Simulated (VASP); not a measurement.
## Si2WC3: single point with PBE

Si2WC3:

```
Si W C
1.0
     3.01389    0.00000    0.00000
    -1.50694    2.61010    0.00000
     0.00000    0.00000    8.08897
Si W C
2 1 3
Cartesian
  0.0000 0.0000 7.2637
  0.0000 1.7401 4.7170
  0.0000 0.0000 1.6425
  0.0000 1.7401 0.0252
  0.0000 0.0000 5.4246
  0.0000 1.7401 2.8886
```

```json
{"Program": "VASP 6.6.1", "Task": "single point", "Functional": "PBE", "Potentials or basis": "VASP PAW PBE potentials, release 64 (Si, W_sv, C)", "Cutoff": "520 eV", "k mesh": "12 × 12 × 4", "Occupations": "gaussian, width 0.02 eV", "Spin": "no spin polarisation", "Dipole correction": "no", "Further INCAR settings": "ALGO = Normal; EDIFF = 1e-06; NBANDS = 26"}
```

* Pressure: 0.2 GPa
* Largest force: 0.055 eV/Å
* Band gap on the k mesh: 0.76 eV, indirect (least direct gap 1.48 eV)

Forces in eV/Å, atoms in the order of the input:
```
Si   0.000  0.000 -0.010
Si   0.000  0.000  0.000
W    0.000  0.000 -0.002
C    0.000  0.000 -0.039
C    0.000  0.000 -0.004
C    0.000  0.000  0.055
```

Levels at points of the mesh, in eV from the valence-band top:
```
           k point  band 14  band 15  band 16  band 17  band 18  band 19  band 20  band 21
(0.00, 0.00, 0.00)    -2.07    -1.46    -1.46    -0.25     1.79     1.79     4.22     4.22
(0.50, 0.00, 0.00)    -3.34    -3.30    -1.24    -1.24     1.27     2.86     3.29     3.40
(0.00, 0.00, 0.50)    -2.19    -1.32    -1.32    -0.02     1.75     1.75     4.01     4.01
(0.50, 0.00, 0.50)    -3.20    -3.09    -1.55    -1.35     0.99     2.62     3.01     3.33
```

It took 56 s on 1 thread of Intel(R) Xeon(R) Platinum 8488C (Sapphire Rapids), with other jobs on the host, peak memory 0.25 GiB.

Caveat: spin-orbit coupling is left out, which moves the levels of the heavy elements. A k mesh can miss the band edges.
